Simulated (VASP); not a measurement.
A run of VASP 6.6.1 is set up as follows.

Contents of INCAR:

```
  ALGO = Normal
  EDIFF = 1E-7
  ENCUT = 520
  GGA = PS
  ISIF = 2
  ISMEAR = 0
  LASPH = T
  LCHARG = F
  LREAL = F
  LWAVE = F
  NBANDS = 30
  NELM = 60
  PREC = Accurate
  SIGMA = 0.05
```

KPOINTS

```
k-points
0
Gamma
  6 6 2
```

The input POSCAR:

```
N
1.0
   -4.6258169325      0.0000000000      0.0000000000
   -2.3129084662     -4.0060749768      0.0000000000
   -0.7709694888      1.3353583256     15.2224973438
N
8
Direct
    0.0526165262      0.6140501404      0.8421504213
    0.2061447442      0.4605219224      0.3815657673
    0.0767013774      0.5899652892      0.7698958677
    0.2302295954      0.4364370712      0.3093112137
    0.6162421866      0.7170911468      0.1512734403
    0.4627139686      0.8706193648      0.6118580943
    0.6403270378      0.6930062956      0.0790188867
    0.4867988198      0.8465345136      0.5396035407
```

Potentials or basis: VASP PAW PBE potentials, release 64 (N).

Launch:

```bash
$ cat potpaw_PBE.64/N/POTCAR > POTCAR
$ mpirun -np 1 vasp_std > vasp.out
```

Q: Estimate the pressure.

A: 1.4 GPa.

Q: Estimate the band gap on the k mesh.

A: 7.44 eV (least direct gap 7.63 eV).

Forces on the atoms (eV/Å):
```
N   -0.006  0.000  1.894
N    0.000  0.000  1.883
N    0.003  0.000 -1.893
N    0.000  0.000 -1.884
N   -0.003  0.000  1.893
N    0.000  0.000  1.884
N    0.006  0.000 -1.894
N    0.000  0.000 -1.883
```

Caveat: the cell differs from its parent crystal (the part above a cut slid along it); the standard files for N, O and F lose accuracy on very short bonds; this functional lacks dispersion, which holds the molecules together, so the pressure and a relaxed volume are unreliable; the PAW data sets were made with another functional, which shifts forces and pressure a little. A k mesh can miss the band edges.
